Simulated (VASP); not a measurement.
# Sr8Ti8ClO23 (a cell with a defect) in VASP: single point with PBEsol

Aim: the single point of Sr8Ti8ClO23 (a cell with a defect) with PBEsol.

Everything below comes from runs of VASP 6.6.1. Logs are shortened: lines on timing, memory, paths and dates and some standing lists are left out, and cuts for length are marked.

### Step 1. The cell of the first run

The cell holds a defect, 40 atoms: a = 7.783 Å, b = 7.783 Å, c = 7.783 Å, α = 90.00°, β = 90.00°, γ = 90.00°.

### Step 2. Single point, PBEsol

File INCAR:

```
PREC = Accurate
ENCUT = 520
EDIFF = 1E-6
ISMEAR = -1
SIGMA = 0.05
LREAL = Auto
LASPH = T
NELM = 120
ALGO = Normal
ISIF = 2
LWAVE = F
LCHARG = F
GGA = PS
NBANDS = 186
NELECT = 322.0
ISYM = 0
GGA_COMPAT = F
```

File KPOINTS:

```
Automatic mesh
0
Gamma
  1 1 1
  0.25 0.25 0.25
```

File POSCAR:

```
Sr8Ti8ClO23
1.0
    7.7828210000      0.0000000000      0.0000000000
    0.0000000000      7.7828210000      0.0000000000
    0.0000000000      0.0000000000      7.7828210000
Sr Ti O Cl
8 8 23 1
Direct
    0.9922110000      0.9892800000      0.9999160000
    0.9671040000      0.9653040000      0.5008860000
    0.9951750000      0.5047320000      0.0016570000
    0.9928600000      0.5057560000      0.5006390000
    0.5133560000      0.9904560000      0.0024920000
    0.5121080000      0.9929610000      0.5013520000
    0.5209450000      0.5137480000      0.0018030000
    0.5049370000      0.4981440000      0.5024060000
    0.2564000000      0.2500030000      0.2195010000
    0.2562330000      0.2504480000      0.7824580000
    0.2496360000      0.7466140000      0.2513110000
    0.2499390000      0.7468670000      0.7504100000
    0.7553610000      0.2477300000      0.2495290000
    0.7549230000      0.2479450000      0.7535200000
    0.7479330000      0.7455220000      0.2504720000
    0.7470910000      0.7457300000      0.7521910000
    0.2797790000      0.3250350000      0.0008920000
    0.2440720000      0.7182860000      0.0010000000
    0.2531230000      0.7986030000      0.5008910000
    0.7238340000      0.2413990000      0.0007580000
    0.7817160000      0.2546410000      0.5007880000
    0.7556360000      0.7560620000      0.0010390000
    0.7413440000      0.7380410000      0.5008210000
    0.0018170000      0.2531020000      0.2104830000
    0.0023550000      0.2533710000      0.7922780000
    0.9988510000      0.7517320000      0.2580950000
    0.9987660000      0.7521890000      0.7451410000
    0.4994650000      0.2522830000      0.2717090000
    0.4998710000      0.2522930000      0.7303860000
    0.4989880000      0.7515590000      0.2464840000
    0.4993570000      0.7500240000      0.7562020000
    0.2536190000      0.0092670000      0.1977440000
    0.2557720000      0.0089960000      0.8029400000
    0.2476520000      0.5050640000      0.2902430000
    0.2476370000      0.5050900000      0.7110840000
    0.7476630000      0.9987030000      0.2580240000
    0.7464900000      0.9986770000      0.7427730000
    0.7493170000      0.4995140000      0.2429750000
    0.7500680000      0.4995170000      0.7575270000
    0.2092360000      0.2038990000      0.5008520000
```

Potentials or basis: VASP PAW PBE potentials, release 64 (Sr_sv, Ti_sv, O, Cl).

Command:

```
$ cat potpaw_PBE.64/Sr_sv/POTCAR potpaw_PBE.64/Ti_sv/POTCAR potpaw_PBE.64/O/POTCAR potpaw_PBE.64/Cl/POTCAR > POTCAR
$ mpirun -np 1 vasp_std > vasp.out
```

OUTCAR:

```text
PREC = Accurate
   ENCUT = 520
   EDIFF = 1E-6
   ISMEAR = -1
   LREAL = Auto
   LASPH = T
   NELM = 120
   ISIF = 2
   GGA = PS
   NELECT = 322.0
   ISYM = 0

 ion  position               nearest neighbor table
   1  0.992  0.989  1.000-  32 2.56  33 2.57  22 2.59  25 2.62  24 2.63  27 2.71  26 2.73  36 2.77
                            37 2.77  20 2.87  18 2.88  16 3.31  15 3.32  14 3.34  13 3.35  10 3.35
   2  0.967  0.965  0.501-  23 2.49  26 2.53  27 2.53  36 2.56  37 2.56  19 2.58  40 2.65  21 2.67
                            15 3.10  16 3.11  24 3.19  25 3.20  32 3.26  33 3.27  13 3.37  14 3.38
   3  0.995  0.505  0.002-  24 2.55  25 2.55  18 2.55  17 2.62  38 2.68  39 2.69  22 2.70  26 2.77
                            27 2.77  20 2.94  34 2.98  35 3.00   9 3.31  10 3.31  15 3.31  16 3.32
   4  0.993  0.506  0.501-  21 2.55  34 2.57  35 2.57  23 2.66  26 2.69  27 2.70  39 2.75  38 2.76
                            40 2.89  24 3.00  25 3.00  19 3.05  15 3.30  16 3.31  13 3.36  11 3.36
   5  0.513  0.990  0.002-  32 2.53  33 2.54  20 2.55  22 2.62  30 2.66  31 2.68  36 2.70  37 2.72
                            28 2.92  29 2.94  18 2.98  17 3.18  15 3.27  16 3.28   9 3.31  10 3.32
   6  0.512  0.993  0.501-  19 2.52  37 2.62  36 2.64  23 2.67  29 2.69  28 2.70  30 2.73  31 2.74
                            40 2.87  21 2.92  33 3.08  32 3.11  16 3.30  15 3.30  13 3.37  14 3.37
   7  0.521  0.514  0.002-  17 2.38  38 2.59  39 2.61  22 2.63  20 2.64  31 2.66  30 2.66  18 2.68
                            28 2.93  29 2.94  34 3.09  35 3.11  15 3.18  16 3.18   9 3.37  14 3.37
   8  0.505  0.498  0.502-  35 2.58  34 2.60  29 2.61  23 2.62  28 2.62  39 2.75  38 2.77  31 2.78
                            30 2.80  21 2.87  19 3.05  40 3.25  16 3.32  15 3.34  14 3.38  12 3.38
   9  0.256  0.250  0.220-  17 1.81  32 1.88  28 1.93  24 1.98  34 2.06  40 2.25   5 3.31   3 3.31
                             1 3.36   7 3.37   8 3.51   6 3.57   4 3.60   2 3.84
  10  0.256  0.250  0.782-  17 1.81  33 1.89  29 1.94  25 1.98  35 2.06  40 2.25   3 3.31   5 3.32
                             1 3.35   7 3.37   8 3.49   6 3.57   4 3.60   2 3.85
  11  0.250  0.747  0.251-  34 1.90  30 1.94  26 1.95  18 1.96  19 1.98  32 2.09   3 3.35   4 3.36
                             1 3.38   2 3.39   8 3.39   7 3.39   5 3.40   6 3.41
  12  0.250  0.747  0.750-  35 1.91  31 1.94  27 1.96  18 1.96  19 1.98  33 2.08   4 3.36   3 3.36
                             1 3.37   8 3.38   2 3.39   7 3.40   6 3.40   5 3.41
  13  0.755  0.248  0.250-  36 1.94  24 1.94  20 1.95  38 1.96  21 1.97  28 2.00   3 3.35   1 3.35
                             5 3.35   4 3.36   7 3.37   6 3.37   2 3.37   8 3.39
  14  0.755  0.248  0.754-  20 1.94  37 1.94  25 1.95  39 1.96  21 1.98  29 1.99   1 3.34   3 3.35
                             5 3.36   4 3.37   7 3.37   6 3.37   8 3.38   2 3.38
  15  0.748  0.746  0.250-  38 1.92  30 1.94  22 1.94  23 1.95  26 1.95  36 1.97   2 3.10   7 3.18
                             5 3.27   6 3.30   4 3.30   3 3.31   1 3.32   8 3.34
  16  0.747  0.746  0.752-  39 1.92  31 1.93  22 1.94  23 1.96  27 1.96  37 1.97   2 3.11   7 3.18
                             5 3.28   6 3.30   1 3.31   4 3.31   3 3.32   8 3.32
  17  0.280  0.325  0.001-  10 1.81   9 1.81   7 2.38   3 2.62   5 3.18   1 3.44
  18  0.244  0.718  0.001-  11 1.96  12 1.96   3 2.55   7 2.68   1 2.88   5 2.98
  19  0.253  0.799  0.501-  12 1.98  11 1.98   6 2.52   2 2.58   4 3.05   8 3.05
  20  0.724  0.241  0.001-  14 1.94  13 1.95   5 2.55   7 2.64   1 2.87   3 2.94
  21  0.782  0.255  0.501-  13 1.97  14 1.98   4 2.55   2 2.67   8 2.87   6 2.92
  22  0.756  0.756  0.001-  16 1.94  15 1.94   1 2.59   5 2.62   7 2.63   3 2.70
[... 16 lines left out ...]
  39  0.750  0.500  0.758-  16 1.92  14 1.96   7 2.61   3 2.69   4 2.75   8 2.75
  40  0.209  0.204  0.501-   9 2.25  10 2.25   2 2.65   6 2.87   4 2.89   8 3.25

IMPORTANT INFORMATION: All symmetrisations will be switched off!
NOSYMM: (Re-)initialisation of all symmetry stuff for point group C_1.

----------------------------------------------------------------------------------------

                                     Primitive cell

  volume of cell :     471.4234

  direct lattice vectors                    reciprocal lattice vectors
     7.782821000  0.000000000  0.000000000     0.128488115  0.000000000  0.000000000
     0.000000000  7.782821000  0.000000000     0.000000000  0.128488115  0.000000000
     0.000000000  0.000000000  7.782821000     0.000000000  0.000000000  0.128488115

  length of vectors
     7.782821000  7.782821000  7.782821000     0.128488115  0.128488115  0.128488115

  position of ions in fractional coordinates (direct lattice)
     0.992211000  0.989280000  0.999916000
     0.967104000  0.965304000  0.500886000
     0.995175000  0.504732000  0.001657000
     0.992860000  0.505756000  0.500639000
     0.513356000  0.990456000  0.002492000
     0.512108000  0.992961000  0.501352000
[... 32 lines left out ...]
     0.750068000  0.499517000  0.757527000
     0.209236000  0.203899000  0.500852000

  ion indices of the primitive-cell ions
   primitive index   ion index
                 1           1
                 2           2
                 3           3
                 4           4
                 5           5
                 6           6
[... 32 lines left out ...]
                39          39
                40          40

----------------------------------------------------------------------------------------

 KPOINTS: Automatic mesh

Automatic generation of k-mesh.
 Grid dimensions read from file:
 generate k-points for:    1    1    1

 Generating k-lattice:

  Cartesian coordinates                     Fractional coordinates (reciprocal lattice)
     0.128488115  0.000000000  0.000000000     1.000000000  0.000000000  0.000000000
     0.000000000  0.128488115  0.000000000     0.000000000  1.000000000  0.000000000
     0.000000000  0.000000000  0.128488115     0.000000000  0.000000000  1.000000000

  Length of vectors
     0.128488115  0.128488115  0.128488115

  Shift w.r.t. Gamma in fractional coordinates (k-lattice)
     0.250000000  0.250000000  0.250000000

 Subroutine IBZKPT returns following result:
 ===========================================

 Found      4 irreducible k-points:

 Following reciprocal coordinates:
            Coordinates               Weight
  0.250000  0.250000  0.250000      2.000000
 -0.250000  0.250000  0.250000      2.000000
 -0.250000 -0.250000  0.250000      2.000000
  0.250000 -0.250000  0.250000      2.000000
   k-points           NKPTS =      4   k-points in BZ     NKDIM =      4   number of bands    NBANDS=    186
   number of dos      NEDOS =    301   number of ions     NIONS =     40
   total plane-waves  NPLWV = 216000
   dimension x,y,z NGX =    60 NGY =   60 NGZ =   60
   dimension x,y,z NGXF=   120 NGYF=  120 NGZF=  120
   ions per type =               8   8  23   1
   NGX,Y,Z   is equivalent  to a cutoff of  12.82, 12.82, 12.82 a.u.
   NGXF,Y,Z  is equivalent  to a cutoff of  25.63, 25.63, 25.63 a.u.
 SYSTEM =  unknown system
   PREC   = accura    normal or accurate (medium, high low for compatibility)
   ISTART =      0    job   : 0-new  1-cont  2-samecut
   ICHARG =      2    charge: 1-file 2-atom 10-const
   ISPIN  =      1    spin polarized calculation?
   LNONCOLLINEAR =      F non collinear calculations
   LSORBIT =      F    spin-orbit coupling
   LASPH  =      T    aspherical Exc in radial PAW
   ENCUT  =  520.0 eV  38.22 Ry    6.18 a.u.  14.47 14.47 14.47*2*pi/ulx,y,z
   NELM   =    120;   NELMIN=  2; NELMDL= -5     # of ELM steps
   EDIFF  = 0.1E-05   stopping-criterion for ELM
   LREAL  =      T    real-space projection
   EDIFFG = 0.1E-04   stopping-criterion for IOM
   NSW    =      0    number of steps for IOM
   IBRION =     -1    ionic relax: 0-MD 1-quasi-New 2-CG
   NFREE  =      0    steps in history (QN), initial steepest desc. (CG)
   ISIF   =      2    stress and relaxation
   ISYM   =      0    0-nonsym 1-usesym 2-fastsym
   POTIM  = 0.5000    time-step for ionic-motion
   TEBEG  =    0.0;   TEEND  =   0.0 temperature during run
   PSTRESS=    0.0 pullay stress
   NELECT =     322.0000    total number of electrons
   NUPDOWN=      -1.0000    fix difference up-down
   EMIN   =  10.00;   EMAX   =-10.00  energy-range for DOS
   EFERMI =   0.00;   METHOD = LEGACY
   ISMEAR =    -1;   SIGMA  =   0.05  broadening in eV -4-tet -1-fermi 0-gaus
   EFERMI_NEDOS =   21; number of points for ismear=-14 and -15
   IALGO  =     38    algorithm
   IMIX   =      4    mixing-type and parameters
     AMIX     =   0.40;   BMIX     =  1.00
     AMIX_MAG =   1.60;   BMIX_MAG =  1.00
  volume/ion in A,a.u.               =      11.79        79.53
  Fermi-wavevector in a.u.,A,eV,Ry     =   1.441749  2.724511 28.281628  2.078641
  Thomas-Fermi vector in A             =   2.560347
   LORBIT       =      0    0 simple, 1 ext, 2 COOP (PROOUT), +10 PAW based schemes
   GGA     = PS    functional components
   LHFCALC =     F    Hartree Fock is set to
   AEXX    =    0.0000 exact exchange contribution
   IVDW    =     0    specifies the selected vdW correction
   LEPSILON=     F    determine dielectric tensor
   LRPA    =     F    only Hartree local field effects (RPA)
 non-spin polarized calculation
  energy-cutoff  :      520.00
  volume of cell :      471.42
 maximum number of plane-waves:     12704
 NGX is ok and might be reduce to    60
   NGX = 29   NGY = 29   NGZ = 29

 number of electron     322.0000034 magnetization

 Free energy of the ion-electron system (eV)
  ---------------------------------------------------
  ext. energy  EPLUGINS =         0.00000000
  ---------------------------------------------------
  free energy    TOTEN  =      -321.77448021 eV

  energy without entropy =     -321.57893662  energy(sigma->0) =     -321.67670841

 E-fermi :   6.9974     XC(G=0): -11.6839

 val. band max:        6.9920525320   @ k =   0.2500  -0.2500   0.2500
 cond. band min:       7.0638425324   @ k =   0.2500   0.2500   0.2500
 fundamental gap:      0.0717900004
 Fermi energy:         6.9973740521

 k-point     1 :       0.2500    0.2500    0.2500
  band No.  band energies     occupation
      1     -51.4263      2.00000
      2     -51.4250      2.00000
      3     -51.4219      2.00000
      4     -51.4161      2.00000
      5     -51.3092      2.00000
      6     -51.3078      2.00000
[... 165 lines left out ...]
    172       8.1391      0.00000
    173       8.2164      0.00000

 k-point     2 :      -0.2500    0.2500    0.2500
  band No.  band energies     occupation
      1     -51.4263      2.00000
      2     -51.4250      2.00000
      3     -51.4219      2.00000
      4     -51.4161      2.00000
      5     -51.3092      2.00000
      6     -51.3078      2.00000
[... 165 lines left out ...]
    172       8.1437      0.00000
    173       8.2065      0.00000

 k-point     3 :      -0.2500   -0.2500    0.2500
  band No.  band energies     occupation
      1     -51.4263      2.00000
      2     -51.4250      2.00000
      3     -51.4219      2.00000
      4     -51.4161      2.00000
      5     -51.3092      2.00000
      6     -51.3078      2.00000
[... 165 lines left out ...]
    172       8.1415      0.00000
    173       8.2173      0.00000

 k-point     4 :       0.2500   -0.2500    0.2500
  band No.  band energies     occupation
      1     -51.4263      2.00000
      2     -51.4250      2.00000
      3     -51.4219      2.00000
      4     -51.4161      2.00000
      5     -51.3092      2.00000
      6     -51.3078      2.00000
[... 165 lines left out ...]
    172       8.1432      0.00000
    173       8.2097      0.00000
 [bands above 173 left out]

------------------------ aborting loop because EDIFF is reached ----------------------------------------

  FORCE on cell =-STRESS in cart. coord.  units (eV):
  Direction    XX          YY          ZZ          XY          YZ          ZX
  --------------------------------------------------------------------------------------
  -------------------------------------------------------------------------------------
  Total       24.9299232     21.3469737     35.8672176      2.7368860      0.0260038      0.0573103
  in kB       84.7267204     72.5497252    121.8981582      9.3015680      0.0883765      0.1947746
  external PRESSURE =      93.0582013 kB  Pullay stress =       0.0000000 kB

 VOLUME and BASIS-vectors are now :
 -----------------------------------------------------------------------------
  energy-cutoff  :      520.00
  volume of cell :      471.42
      direct lattice vectors                 reciprocal lattice vectors
     7.782821000  0.000000000  0.000000000     0.128488115  0.000000000  0.000000000
     0.000000000  7.782821000  0.000000000     0.000000000  0.128488115  0.000000000
     0.000000000  0.000000000  7.782821000     0.000000000  0.000000000  0.128488115

 POSITION                                       TOTAL-FORCE (eV/Angst)
 -----------------------------------------------------------------------------------
      7.72220      7.69939      7.78217        -0.018166      0.019295      0.034879
      7.52680      7.51279      3.89831         0.008893      0.099944      0.014656
      7.74527      3.92824      0.01290        -0.009550      0.059802     -0.033835
      7.72725      3.93621      3.89638        -0.034315      0.016082      0.033655
      3.99536      7.70854      0.01939         0.006071      0.007591     -0.051533
      3.98564      7.72804      3.90193        -0.004074     -0.003607      0.005095
[... 32 lines left out ...]
      5.83764      3.88765      5.89570         0.060187     -0.047023      0.022690
      1.62845      1.58691      3.89804        -0.000987      0.012641      0.019461
 -----------------------------------------------------------------------------------
    total drift:                                0.021137      0.031033     -0.023426

  FREE ENERGIE OF THE ION-ELECTRON SYSTEM (eV)
  ---------------------------------------------------
  free  energy   TOTEN  =      -321.7744802091 eV

  energy  without entropy=     -321.5789366178  energy(sigma->0) =     -321.67670841
```

Run time: 41 min. Hardware: 1 thread of AMD EPYC 7R13, shared host; peak memory 0.61 GiB.

Results:

```yaml
Free_energy: -321.7745 eV
Largest_force: 0.128 eV/Å
```

Forces in eV/Å, atoms in the order of the input:
```
Sr  -0.018  0.019  0.035
Sr   0.009  0.100  0.015
Sr  -0.010  0.060 -0.034
Sr  -0.034  0.016  0.034
Sr   0.006  0.008 -0.052
Sr  -0.004 -0.004  0.005
Sr  -0.014 -0.018 -0.011
Sr   0.007  0.017 -0.053
Ti  -0.036  0.110  0.056
Ti  -0.003  0.073 -0.094
Ti   0.037  0.070 -0.015
Ti  -0.045  0.075  0.040
Ti  -0.001  0.042 -0.049
Ti   0.002  0.030 -0.017
Ti  -0.046  0.052 -0.035
Ti   0.088  0.029 -0.012
O    0.007 -0.040  0.027
O    0.002 -0.028  0.001
O   -0.013 -0.053  0.017
O   -0.050 -0.004  0.029
O   -0.078 -0.019  0.016
O   -0.071 -0.039  0.007
O   -0.062 -0.020  0.029
O    0.062  0.011 -0.004
O    0.031 -0.045 -0.022
O    0.015  0.010 -0.031
O    0.041  0.030 -0.020
O   -0.019 -0.036  0.029
O   -0.043  0.023 -0.041
O   -0.003 -0.003 -0.026
O   -0.054  0.013  0.002
O    0.022 -0.098  0.026
O   -0.034 -0.071  0.007
O    0.014 -0.073 -0.001
O    0.008 -0.087  0.012
O    0.047 -0.042  0.050
O    0.089 -0.034 -0.003
O    0.089 -0.039  0.041
O    0.060 -0.047  0.023
Cl  -0.001  0.013  0.019
```

Caveat: the cell carries a net charge on a neutralising background, which shifts energy and pressure; the cell is charged against a uniform background, so pressure and absolute levels hang on convention; the PAW data sets were made with another functional, which shifts forces and pressure a little.
